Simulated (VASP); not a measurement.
Write the native input for VASP 6.6.1 that does the following.

| Quantity | Value |
| --- | --- |
| Task | single point |
| Functional | RPBE |
| Potentials or basis | VASP PAW PBE potentials, release 64 (Ni) |
| Cutoff | 520 eV |
| k mesh | 15 × 15 × 15 |
| Occupations | fermi-dirac, width 0.05 eV |
| Spin | collinear spin, ferromagnetic start |
| Starting moments | [0.8] μB |
| Dipole correction | no |
| Further INCAR settings | ALGO = Normal; EDIFF = 1e-06; NBANDS = 15 |

The structure of Ni lies in POSCAR:

```
Ni
1.0
    0.0000000000      1.7766623063      1.7766623063
    1.7766623063      0.0000000000      1.7766623063
    1.7766623063      1.7766623063      0.0000000000
Ni
1
Direct
    0.0000000000      0.0000000000      0.0000000000
```

One way to write it, as run:

INCAR

```
ALGO = Normal
EDIFF = 1E-6
ENCUT = 520
GGA = RP
ISIF = 2
ISMEAR = -1
ISPIN = 2
LASPH = True
LCHARG = False
LMAXMIX = 4
LORBIT = 11
LREAL = False
LWAVE = False
MAGMOM = 0.8
NBANDS = 15
NELM = 150
PREC = Accurate
SIGMA = 0.05
```

KPOINTS

```
k-points
0
Gamma
  15 15 15
```

Potentials or basis: VASP PAW PBE potentials, release 64 (Ni).

Run with:

```bash
$ cat potpaw_PBE.64/Ni/POTCAR > POTCAR
$ mpirun -np 1 vasp_std > vasp.out
```

It gave:

The pressure is 0.3 GPa, the net moment is 0.65 μB per cell and the site moments are Ni +0.67 μB. The valence electrons inside the program's atomic spheres are Ni 9.25.

Caveat: the PAW data sets were made with another functional, which shifts forces and pressure a little.

It took 27 s on 1 thread of AMD EPYC 9R45 96-Core Processor (Zen 5), with other jobs on the host, peak memory 0.12 GiB.
